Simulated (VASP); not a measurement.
Crystal: RuS.

```xyz
2
Lattice="0.0000 2.7643 2.7643 2.7643 0.0000 2.7643 2.7643 2.7643 0.0000" Properties=species:S:1:pos:R:3 pbc="T T T"
Ru    0.0000    0.0000    0.0000
S     1.3821    1.3821    1.3821
```

Base run:

| Property | Result |
| --- | --- |
| Program | VASP 6.6.1 |
| Functional | PBEsol |
| Potentials or basis | VASP PAW PBE potentials, release 64 (Ru_pv, S) |
| Cutoff | 520 eV |
| k mesh | 6 × 6 × 6 |
| Occupations | gaussian, width 0.05 eV |
| Spin | collinear spin, ferromagnetic start |
| Starting moments | [2.0, 0.0] μB |
| Fixed moment | 2 μB |
| Hubbard terms | Ru d U = 2.0 eV |

Its results: pressure -12.1 GPa; net moment 2.00 μB per cell; site moments Ru +1.69; S +0.05 μB.

Question: The run is repeated on the same cell with these changes: fixed moment from 2 μB to none; moments at the start from [2.0, 0.0] to [0.65, -0.03]. What comes out?

Answer: Pressure -20.3 GPa; net moment 0.60 μB per cell; site moments Ru +0.59; S -0.02 μB.

Caveats: the cell stands under tension; the PAW data sets were made with another functional, which shifts forces and pressure a little; the total moment is fixed, so each spin has its own Fermi level (at least some runs); an empty level that is flat over the whole mesh can mark a ghost state of the potentials, or a narrow d or f band (at least some runs).
